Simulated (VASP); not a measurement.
Input of a VASP 6.6.1 run:

Contents of INCAR:

```
SYSTEM = NaI
ALGO     = Normal         ! electronic algorithm
EDIFF    = 1E-6           ! SCF threshold, eV
ENCUT    = 520            ! plane-wave cutoff, eV
GGA      = CA             ! functional
ISIF     = 2              ! what is computed and relaxed
ISMEAR   = 0              ! smearing method
LASPH    = .TRUE.         ! aspherical terms in the spheres
LCHARG   = .TRUE.         ! write CHGCAR
LELF     = .TRUE.         ! ELF
LREAL    = .FALSE.        ! projectors in reciprocal space
LVHAR    = .TRUE.       
LWAVE    = .FALSE.        ! write WAVECAR
NBANDS   = 14             ! bands
NELM     = 100            ! most SCF steps
PREC     = Accurate       ! precision mode
SIGMA    = 0.05           ! smearing width, eV
```

File KPOINTS:

```
k-points
0
G
  8 8 8
  0 0 0
```

The input POSCAR:

```
NaI
1.0
    0.0000000000      3.6329190531      2.5684737705
    3.6329190531      0.0000000000      2.5684737705
    3.6329190531      3.6329190531      0.0000000000
Na I
1 1
Direct
    0.0000000000      0.0000000000      0.0000000000
    0.5000000000      0.5000000000      0.5000000000
```

Potentials or basis: VASP PAW LDA potentials, release 64 (Na_pv, I).

The run is started by

```console
$ cat potpaw_LDA.64/Na_pv/POTCAR potpaw_LDA.64/I/POTCAR > POTCAR
$ mpirun -np 1 vasp_std > vasp.out
```

(1) Estimate the pressure.

(2) What does it give for the band gap on the k mesh?

Answers

(1) 4.6 GPa.

(2) 3.39 eV.

Caveat: the cell stands under pressure; spin-orbit coupling is left out, which moves the levels of the heavy elements.
